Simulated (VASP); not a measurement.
Write the native input for VASP 6.6.1 that does the following.

| Quantity | Value |
| --- | --- |
| Task | relaxation of cell and atoms |
| Functional | PBE |
| Potentials or basis | VASP PAW PBE potentials, release 64 (Pd) |
| Cutoff | 600 eV |
| k mesh | 17 × 17 × 17 |
| Occupations | fermi-dirac, width 0.08 eV |
| Spin | no spin polarisation |
| Target pressure | 0.67 GPa |
| Dipole correction | no |
| Further INCAR settings | ALGO = Normal; EDIFF = 1e-06; IBRION = 2; EDIFFG = -0.005; NSW = 60; ISIF = 3 |

The structure of Pd lies in POSCAR:

```
Pd
1.0
    0.0000000000      1.9697443754      1.9697443754
    1.9697443754      0.0000000000      1.9697443754
    1.9697443754      1.9697443754      0.0000000000
Pd
1
Direct
    0.0000000000      0.0000000000      0.0000000000
```

These files were run (other wordings do the same):

INCAR

```
SYSTEM = Pd
ALGO     = Normal         ! electronic algorithm
EDIFF    = 1E-6           ! SCF threshold, eV
EDIFFG   = -0.005         ! ionic threshold
ENCUT    = 600            ! plane-wave cutoff, eV
GGA      = PE             ! functional
IBRION   = 2              ! ionic algorithm
ISIF     = 3              ! what is computed and relaxed
ISMEAR   = -1             ! smearing method
LASPH    = .TRUE.         ! aspherical terms in the spheres
LCHARG   = .FALSE.        ! write CHGCAR
LREAL    = .FALSE.        ! projectors in reciprocal space
LWAVE    = .FALSE.        ! write WAVECAR
NELM     = 60             ! most SCF steps
NSW      = 60             ! ionic steps
PREC     = Accurate       ! precision mode
PSTRESS  = 6.7          
SIGMA    = 0.08           ! smearing width, eV
```

KPOINTS

```
k-points
0
G
  17 17 17
  0 0 0
```

Potentials or basis: VASP PAW PBE potentials, release 64 (Pd).

Command:

```bash
$ cat potpaw_PBE.64/Pd/POTCAR > POTCAR
$ mpirun -np 1 vasp_std > vasp.out
```

It gave:

| Property | Result |
| --- | --- |
| Relaxed volume | 15.26 Å³/atom |
| Relaxed cell | a = 2.784 Å, b = 2.784 Å, c = 2.784 Å, α = 60.00°, β = 60.00°, γ = 60.00° |
| Space group after relaxing (to 0.1 Å) | Fm-3m (No. 225) |
| Energy change on relaxing (the run minimises the enthalpy) | +0.1 meV/atom |
| Ionic steps | 3 |
| Pressure after relaxing | 0.7 GPa |
| Band gap on the k mesh | zero (bands 5 and 6 overlap by 1.47 eV) |

Caveat: the cell is relaxed towards a set pressure, so the run minimises the enthalpy, not the energy.

Run time: 43 s on 1 thread of Intel Xeon 8259CL (shared host), peak memory 0.17 GiB.
